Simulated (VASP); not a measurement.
# B (P6/mmm) in VASP: further runs

Runs on B. Level: PBEsol. Tasks: relaxation of cell and atoms, single point.

Program: VASP 6.6.1. These are calculated values, not measurements. Logs are shortened: lines on timing, memory, paths and dates and some standing lists are left out, and cuts for length are marked.

## 1. The cell of the first run

The structure is hexagonal, space group P6/mmm (No. 191). Conventional cell: a = 1.835 Å, b = 1.835 Å, c = 2.200 Å, α = 90.00°, β = 90.00°, γ = 120.00°. B (site symmetry 6/mmm) has 8 B at 1.83 to 2.20 Å within 2.4 Å.

This isn't the form of B at room conditions, which is rhombohedral.

## 2. Relaxation of cell and atoms, PBEsol

The input, INCAR:

```
ALGO     = Normal         # electronic algorithm
EDIFF    = 1E-7           # SCF threshold, eV
EDIFFG   = -0.01          # ionic threshold
ENCUT    = 600            # plane-wave cutoff, eV
GGA      = PS             # functional
IBRION   = 2              # ionic algorithm
ISIF     = 3              # what is computed and relaxed
ISMEAR   = 0              # smearing method
LASPH    = T              # aspherical terms in the spheres
LCHARG   = F              # write CHGCAR
LREAL    = F              # projectors in reciprocal space
LWAVE    = F              # write WAVECAR
NELM     = 100            # most SCF steps
NSW      = 100            # ionic steps
PREC     = Accurate       # precision mode
SIGMA    = 0.1            # smearing width, eV
```

The input, KPOINTS:

```
k-points
0
Gamma
  33 33 24
```

The input, POSCAR:

```
B
1.0
    1.8349983165      0.0000000000      0.0000000000
   -0.9174991582      1.5891551580      0.0000000000
    0.0000000000      0.0000000000      2.2004962438
B
1
Direct
    0.0000000000      0.0000000000      0.0000000000
```

Potentials or basis: VASP PAW PBE potentials, release 64 (B).

Launch:

```bash
$ cat potpaw_PBE.64/B/POTCAR > POTCAR
$ mpirun -np 1 vasp_std > vasp.out
```

OUTCAR:

```text
EDIFF = 1E-7
   EDIFFG = -0.01
   ENCUT = 600
   GGA = PS
   IBRION = 2
   ISIF = 3
   ISMEAR = 0
   LASPH = T
   LREAL = F
   NELM = 100
   NSW = 100
   PREC = Accurate

 ion  position               nearest neighbor table
   1  0.000  0.000  0.000-

  LATTYP: Found a hexagonal cell.
 ALAT       =     1.8349983165
 C/A-ratio  =     1.1991816145

  Lattice vectors:

 A1 = (   1.8349983165,   0.0000000000,   0.0000000000)
 A2 = (  -0.9174991582,   1.5891551580,   0.0000000000)
 A3 = (   0.0000000000,   0.0000000000,   2.2004962438)

Analysis of symmetry for initial positions (statically):
=====================================================================
 Subroutine PRICEL returns:
 Original cell was already a primitive cell.

 Routine SETGRP: Setting up the symmetry group for a
 hexagonal supercell.

 Subroutine GETGRP returns: Found 24 space group operations
 (whereof 24 operations were pure point group operations)
 out of a pool of 24 trial point group operations.

The static configuration has the point symmetry D_6h.

Analysis of symmetry for dynamics (positions and initial velocities):
=====================================================================
 Subroutine PRICEL returns:
 Original cell was already a primitive cell.

 Routine SETGRP: Setting up the symmetry group for a
 hexagonal supercell.

 Subroutine GETGRP returns: Found 24 space group operations
 (whereof 24 operations were pure point group operations)
 out of a pool of 24 trial point group operations.

The dynamic configuration has the point symmetry D_6h.

 Subroutine INISYM returns: Found 24 space group operations
 (whereof 24 operations are pure point group operations),
 and found     1 'primitive' translations

----------------------------------------------------------------------------------------

                                     Primitive cell

  volume of cell :       6.4169

  direct lattice vectors                    reciprocal lattice vectors
     1.834998316  0.000000000  0.000000000     0.544959628  0.314632588  0.000000000
    -0.917499158  1.589155158  0.000000000     0.000000000  0.629265176  0.000000000
     0.000000000  0.000000000  2.200496244     0.000000000  0.000000000  0.454442948

  length of vectors
     1.834998316  1.834998316  2.200496244     0.629265176  0.629265176  0.454442948

  position of ions in fractional coordinates (direct lattice)
     0.000000000  0.000000000  0.000000000

  ion indices of the primitive-cell ions
   primitive index   ion index
                 1           1

----------------------------------------------------------------------------------------

 KPOINTS: k-points

Automatic generation of k-mesh.
 Grid dimensions read from file:
 generate k-points for:   33   33   24

 Generating k-lattice:

  Cartesian coordinates                     Fractional coordinates (reciprocal lattice)
     0.016513928  0.009534321  0.000000000     0.030303030 -0.000000000  0.000000000
     0.000000000  0.019068642  0.000000000     0.000000000  0.030303030  0.000000000
     0.000000000  0.000000000  0.018935123     0.000000000  0.000000000  0.041666667

  Length of vectors
     0.019068642  0.019068642  0.018935123

  Shift w.r.t. Gamma in fractional coordinates (k-lattice)
     0.000000000  0.000000000  0.000000000

 Subroutine IBZKPT returns following result:
 ===========================================

 Found   1404 irreducible k-points:

 Following reciprocal coordinates:
            Coordinates               Weight
  0.000000  0.000000  0.000000      1.000000
  0.030303  0.000000  0.000000      6.000000
  0.060606  0.000000  0.000000      6.000000
  0.090909  0.000000  0.000000      6.000000
  0.121212  0.000000  0.000000      6.000000
  0.151515  0.000000  0.000000      6.000000
[... 16 lines left out ...]
  0.181818  0.030303  0.000000     12.000000
  0.212121  0.030303  0.000000     12.000000
 [... further k-points ...]
   k-points           NKPTS =   1404   k-points in BZ     NKDIM =   1404   number of bands    NBANDS=      5
   number of dos      NEDOS =    301   number of ions     NIONS =      1
   total plane-waves  NPLWV =   4608
   dimension x,y,z NGX =    16 NGY =   16 NGZ =   18
   dimension x,y,z NGXF=    32 NGYF=   32 NGZF=   36
   ions per type =               1
   NGX,Y,Z   is equivalent  to a cutoff of  14.50, 14.50, 13.60 a.u.
   NGXF,Y,Z  is equivalent  to a cutoff of  28.99, 28.99, 27.20 a.u.
 SYSTEM =  unknown system
   PREC   = accura    normal or accurate (medium, high low for compatibility)
   ISTART =      0    job   : 0-new  1-cont  2-samecut
   ICHARG =      2    charge: 1-file 2-atom 10-const
   ISPIN  =      1    spin polarized calculation?
   LNONCOLLINEAR =      F non collinear calculations
   LSORBIT =      F    spin-orbit coupling
   LASPH  =      T    aspherical Exc in radial PAW
   ENCUT  =  600.0 eV  44.10 Ry    6.64 a.u.   3.66  3.66  4.39*2*pi/ulx,y,z
   NELM   =    100;   NELMIN=  2; NELMDL= -5     # of ELM steps
   EDIFF  = 0.1E-06   stopping-criterion for ELM
   LREAL  =      F    real-space projection
   EDIFFG = -.1E-01   stopping-criterion for IOM
   NSW    =    100    number of steps for IOM
   IBRION =      2    ionic relax: 0-MD 1-quasi-New 2-CG
   NFREE  =      1    steps in history (QN), initial steepest desc. (CG)
   ISIF   =      3    stress and relaxation
   ISYM   =      2    0-nonsym 1-usesym 2-fastsym
   POTIM  = 0.5000    time-step for ionic-motion
   TEBEG  =    0.0;   TEEND  =   0.0 temperature during run
   PSTRESS=    0.0 pullay stress
   NELECT =       3.0000    total number of electrons
   NUPDOWN=      -1.0000    fix difference up-down
   EMIN   =  10.00;   EMAX   =-10.00  energy-range for DOS
   EFERMI =   0.00;   METHOD = LEGACY
   ISMEAR =     0;   SIGMA  =   0.10  broadening in eV -4-tet -1-fermi 0-gaus
   EFERMI_NEDOS =   21; number of points for ismear=-14 and -15
   IALGO  =     38    algorithm
   IMIX   =      4    mixing-type and parameters
     AMIX     =   0.40;   BMIX     =  1.00
     AMIX_MAG =   1.60;   BMIX_MAG =  1.00
  volume/ion in A,a.u.               =       6.42        43.30
  Fermi-wavevector in a.u.,A,eV,Ry     =   1.270597  2.401080 21.965462  1.614416
  Thomas-Fermi vector in A             =   2.403575
   LORBIT       =      0    0 simple, 1 ext, 2 COOP (PROOUT), +10 PAW based schemes
   GGA     = PS    functional components
   LHFCALC =     F    Hartree Fock is set to
   AEXX    =    0.0000 exact exchange contribution
   IVDW    =     0    specifies the selected vdW correction
   LEPSILON=     F    determine dielectric tensor
   LRPA    =     F    only Hartree local field effects (RPA)
 conjugate gradient relaxation of ions
 non-spin polarized calculation
 Gauss-broadening in eV      SIGMA  =   0.10
  energy-cutoff  :      600.00
  volume of cell :        6.42
 maximum number of plane-waves:       225
 NGX is ok and might be reduce to    16

--------------------------------------- Ionic step        1  -------------------------------------------

 number of electron       3.0000000 magnetization

 Free energy of the ion-electron system (eV)
  ---------------------------------------------------
  ext. energy  EPLUGINS =         0.00000000
  ---------------------------------------------------
  free energy    TOTEN  =        -6.01820045 eV

  energy without entropy =       -6.01624625  energy(sigma->0) =       -6.01722335

------------------------ aborting loop because EDIFF is reached ----------------------------------------

  FORCE on cell =-STRESS in cart. coord.  units (eV):
  Direction    XX          YY          ZZ          XY          YZ          ZX
  --------------------------------------------------------------------------------------
  -------------------------------------------------------------------------------------
  Total       -0.0334723     -0.0334723      0.2688941     -0.0000000      0.0000000     -0.0000000
  in kB       -8.3574353     -8.3574353     67.1381394     -0.0000000      0.0000000     -0.0000000
  external PRESSURE =      16.8077562 kB  Pullay stress =       0.0000000 kB
[... 86 lines left out ...]
  FREE ENERGIE OF THE ION-ELECTRON SYSTEM (eV)
  ---------------------------------------------------
  free  energy   TOTEN  =        -6.0287280016 eV

  energy  without entropy=       -6.0269697916  energy(sigma->0) =       -6.02784890

[... ionic steps 4 to 11 ...]

--------------------------------------- Ionic step       12  -------------------------------------------

 number of electron       3.0000000 magnetization

------------------------ aborting loop because EDIFF is reached ----------------------------------------

  FORCE on cell =-STRESS in cart. coord.  units (eV):
  Direction    XX          YY          ZZ          XY          YZ          ZX
  --------------------------------------------------------------------------------------
  -------------------------------------------------------------------------------------
  Total        0.0222791      0.0222791     -0.0033809      0.0000000      0.0000000      0.0000000
  in kB        4.2545221      4.2545221     -0.6456312      0.0000000      0.0000000      0.0000000
  external PRESSURE =       2.6211377 kB  Pullay stress =       0.0000000 kB
[... 55 lines left out ...]
  energy  without entropy=       -6.2921344792  energy(sigma->0) =       -6.29296021

--------------------------------------- Ionic step       14  -------------------------------------------

 number of electron       3.0000000 magnetization

 Free energy of the ion-electron system (eV)
  ---------------------------------------------------
  ext. energy  EPLUGINS =         0.00000000
  ---------------------------------------------------
  free energy    TOTEN  =        -6.29572584 eV

  energy without entropy =       -6.29410735  energy(sigma->0) =       -6.29491659

 E-fermi :   6.0781     XC(G=0): -10.8021

 val. band max:        6.0768139010   @ k =   0.2424   0.1818   0.3750
 cond. band min:       6.0835826074   @ k =   0.3030   0.2727   0.3333
 fundamental gap:      0.0067687064
 Fermi energy:         6.0781387023

 k-point     1 :       0.0000    0.0000    0.0000
  band No.  band energies     occupation
      1     -11.2794      2.00000
      2      -0.0415      2.00000
      3       8.9095      0.00000
      4      30.6916      0.00000
      5      37.9875      0.00000

 k-point     2 :       0.0303    0.0000    0.0000
  band No.  band energies     occupation
      1     -11.2366      2.00000
      2       0.0182      2.00000
      3       8.9584      0.00000
      4      30.4896      0.00000
      5      38.0160      0.00000
[... 169 lines left out ...]
 k-point    24 :       0.2121    0.0303    0.0000
  band No.  band energies     occupation
      1      -8.8737      2.00000
      2       3.3298      2.00000
      3      11.4975      0.00000
      4      21.6007      0.00000
      5      25.7247      0.00000

 [... further k-points ...]

------------------------ aborting loop because EDIFF is reached ----------------------------------------

  FORCE on cell =-STRESS in cart. coord.  units (eV):
  Direction    XX          YY          ZZ          XY          YZ          ZX
  --------------------------------------------------------------------------------------
  -------------------------------------------------------------------------------------
  Total        0.0002165      0.0002165      0.0000670      0.0000000      0.0000000     -0.0000000
  in kB        0.0413423      0.0413423      0.0127894      0.0000000      0.0000000     -0.0000000
  external PRESSURE =       0.0318247 kB  Pullay stress =       0.0000000 kB
[... 16 lines left out ...]
  FREE ENERGIE OF THE ION-ELECTRON SYSTEM (eV)
  ---------------------------------------------------
  free  energy   TOTEN  =        -6.2957258412 eV

  energy  without entropy=       -6.2941073459  energy(sigma->0) =       -6.29491659

 reached required accuracy - stopping structural energy minimisation
```

Wall time 92 s (1 thread of Intel Xeon 6975P-C (Granite Rapids), shared host); peak memory 0.16 GiB.

Results:

```yaml
Free_energy: -6.2957 eV
Relaxed_volume: 8.39 Å³/atom
Relaxed_cell: a = 1.708 Å, b = 1.708 Å, c = 3.320 Å, α = 90.00°, β = 90.00°, γ = 120.00°
Space_group_after_relaxing_to_0.1_Å: P6/mmm (No. 191)
Energy_gained_by_relaxing: 277.5 meV/atom
Ionic_steps: 14
Pressure_after_relaxing: 0.0 GPa
Band_gap_on_the_k_mesh: zero (an odd number of electrons rules out a gap without spin polarisation)
```

The path:
```
step  energy change (eV)  largest force (eV/Å)  pressure (GPa)  volume (Å³)
   1              0.0000                0.0000            1.68         6.42
   2             -0.0033                0.0000            0.44         6.48
   3             -0.0105                0.0000           -2.76         6.66
   4             -0.0331                0.0000           -7.06         7.02
   5             -0.1639                0.0000          -11.39         7.67
   6             -0.2701                0.0000            2.13         8.78
   7             -0.2766                0.0000           -2.08         8.57
   8             -0.0273                0.0000           49.42         7.80
   9             -0.2769                0.0000           -0.89         8.55
  10             -0.2769                0.0000           -0.76         8.55
  11             -0.2770                0.0000            1.19         8.26
  12             -0.2775                0.0000            0.26         8.39
  13             -0.2756                0.0000           -3.30         8.42
  14             -0.2775                0.0000            0.00         8.39
```

Final structure:
```
CELL_PARAMETERS angstrom
1.70840 0.00000 0.00000
-0.85420 1.47952 0.00000
0.00000 0.00000 3.32010
ATOMIC_POSITIONS crystal
B 0.00000 0.00000 0.00000
```

Caveat: the volume moved by over 15 % at a fixed basis, so the end points are rough; the PAW data sets were made with another functional, which shifts forces and pressure a little.

## 3. Relaxation of cell and atoms, PBEsol

This run uses another cell than the first one, of 8.99 Å³/atom.

The input, INCAR:

```
PREC = Accurate
ENCUT = 600
EDIFF = 1E-6
ISMEAR = 0
SIGMA = 0.1
LREAL = False
LASPH = True
NELM = 60
ALGO = Normal
ISIF = 3
LWAVE = False
LCHARG = False
GGA = PS
IBRION = 2
NSW = 100
EDIFFG = -0.01
```

The input, KPOINTS:

```
regular mesh
0
Gamma
  36 36 16
```

The input, POSCAR:

```
B
1.0
    1.7074026040      0.0000000000      0.0000000000
   -0.8537013020      1.4786540296      0.0000000000
    0.0000000000      0.0000000000      3.5602086355
B
1
Direct
    0.0000000000      0.0000000000      0.0000000000
```

Potentials or basis: VASP PAW PBE potentials, release 64 (B).

Launch:

```bash
$ cat potpaw_PBE.64/B/POTCAR > POTCAR
$ mpirun -np 1 vasp_std > vasp.out
```

It took 38 s on 1 thread of Intel Xeon 6975P-C (Granite Rapids), shared host; peak memory 0.17 GiB.

Results (log left out):

* Free energy: -6.3090 eV
* Relaxed volume: 8.92 Å³/atom
* Relaxed cell: a = 1.709 Å, b = 1.709 Å, c = 3.526 Å, α = 90.00°, β = 90.00°, γ = 120.00°
* Space group after relaxing (to 0.1 Å): P6/mmm (No. 191)
* Energy gained by relaxing: 0.1 meV/atom
* Ionic steps: 6
* Pressure after relaxing: -0.1 GPa
* Band gap on the k mesh: zero (an odd number of electrons rules out a gap without spin polarisation)

Stress tensor (GPa, compression positive):
```
-0.02  0.00  0.00
 0.00 -0.02  0.00
 0.00  0.00 -0.17
```

The path:
| step | energy change (eV) | largest force (eV/Å) | pressure (GPa) | volume (Å³) |
| --- | --- | --- | --- | --- |
| 1 | 0.0000 | 0.0000 | 0.26 | 8.99 |
| 2 | 0.0000 | 0.0000 | -0.60 | 9.01 |
| 3 | 0.0000 | 0.0000 | -0.17 | 9.00 |
| 4 | 0.0000 | 0.0000 | -0.17 | 8.99 |
| 5 | -0.0001 | 0.0000 | -0.14 | 8.97 |
| 6 | -0.0001 | 0.0000 | -0.07 | 8.92 |

Final structure:
```
B
1.0
     1.70856    0.00000    0.00000
    -0.85428    1.47966    0.00000
     0.00000    0.00000    3.52648
B
1
Direct
  0.00000 0.00000 0.00000
```

Levels at points of the mesh, in eV from the Fermi level:
```tsv
k point	band 1	band 2	band 3	band 4	band 5
(0.00, 0.00, 0.00)	-17.16	-6.49	2.41	24.70	24.70
(0.50, 0.00, 0.00)	-8.79	1.09	6.39	14.77	15.99
(0.00, 0.00, 0.50)	-16.74	-8.78	9.69	14.87	24.71
(0.50, 0.00, 0.50)	-8.70	1.63	5.06	11.07	16.02
```

Caveat: the PAW data sets were made with another functional, which shifts forces and pressure a little.

## 4. Single point, PBEsol

This run uses another cell than the first one: it holds 3 atoms, not 1.

The input, INCAR:

```
  PREC = Accurate
  ENCUT = 520
  EDIFF = 1E-6
  ISMEAR = 0
  SIGMA = 0.1
  LREAL = False
  LASPH = True
  NELM = 80
  ALGO = Normal
  ISIF = 2
  LWAVE = False
  LCHARG = False
  GGA = PS
  NBANDS = 12
```

The input, KPOINTS:

```
Automatic mesh
0
Gamma
  6 6 8
```

The input, POSCAR:

```
B
1.0
    3.3355954280      0.0000000000      0.0000000000
   -1.6677977140      2.8887103774      0.0000000000
    0.0000000000      0.0000000000      1.9086863262
B
3
Direct
    0.0000000000      0.0000000000      0.0000000000
    0.3333333333      0.6666666667      0.5000000000
    0.6666666667      0.3333333333      0.5000000000
```

Launch:

```bash
$ cat potpaw_PBE.64/B/POTCAR > POTCAR
$ mpirun -np 1 vasp_std > vasp.out
```

Wall time 6.8 s (1 thread of Intel Xeon Platinum 8259CL at 2.50GHz (Skylake/Cascade Lake), shared host); peak memory 0.12 GiB.

It converged, with:

```yaml
Free_energy: -16.5706 eV
Pressure: 0.0 GPa
Band_gap_on_the_k_mesh: zero (an odd number of electrons rules out a gap without spin polarisation)
```

Stress tensor (GPa, compression positive):
```
-0.10  0.00  0.00
 0.00 -0.10  0.00
 0.00  0.00  0.11
```

Levels at points of the mesh, in eV from the Fermi level:
```
           k point  band 2  band 3  band 4  band 5  band 6  band 7  band 8  band 9
(0.00, 0.00, 0.00)   -4.86   -4.86   -4.74   -4.74   -0.67   -0.13   10.65   15.38
(0.50, 0.00, 0.00)  -14.45   -9.02   -4.85    6.56    6.90    7.04    7.40    9.55
(0.00, 0.00, 0.50)   -9.95    0.52    1.30    1.30    3.34    3.34    3.36    5.82
(0.50, 0.00, 0.50)   -7.63   -5.22   -4.26   -1.01    1.60    1.73    2.57    9.44
```

Caveat: the k points lie up to 0.41 Å⁻¹ apart, too coarse for converged energies and pressures of a metal; the PAW data sets were made with another functional, which shifts forces and pressure a little.

## 5. The runs side by side

| task | cell | k mesh | cutoff (eV) | gap on the mesh (eV) | pressure (GPa) | relaxed volume (Å³/atom) |
| --- | --- | --- | --- | --- | --- | --- |
| relaxation of cell and atoms | relaxed from a = 1.835, b = 1.835, c = 2.200 Å, angles 90.0, 90.0, 120.0°, 1 atom, atomic positions A | 33 × 33 × 24 | 600 | none | 0.0 | 8.39 |
| relaxation of cell and atoms | relaxed from a = 1.707, b = 1.707, c = 3.560 Å, angles 90.0, 90.0, 120.0°, 1 atom, atomic positions A | 36 × 36 × 16 | 600 | none | -0.1 | 8.92 |
| single point | a = 3.336, b = 3.336, c = 1.909 Å, angles 90.0, 90.0, 120.0°, 3 atoms, atomic positions B | 6 × 6 × 8 | 520 | none | 0.0 | - |

Alike in all rows: level PBEsol; potentials or basis VASP PAW PBE potentials, release 64 (B); no spin polarisation; smearing gaussian 0.1 eV.

Caveats: some runs use coarse meshes; the PAW data sets were made with another functional, which shifts forces and pressure a little; the volume moved by over 15 % at a fixed basis, so the end points are rough (at least some runs).

Absolute energies hang on the potentials; compare differences alone.
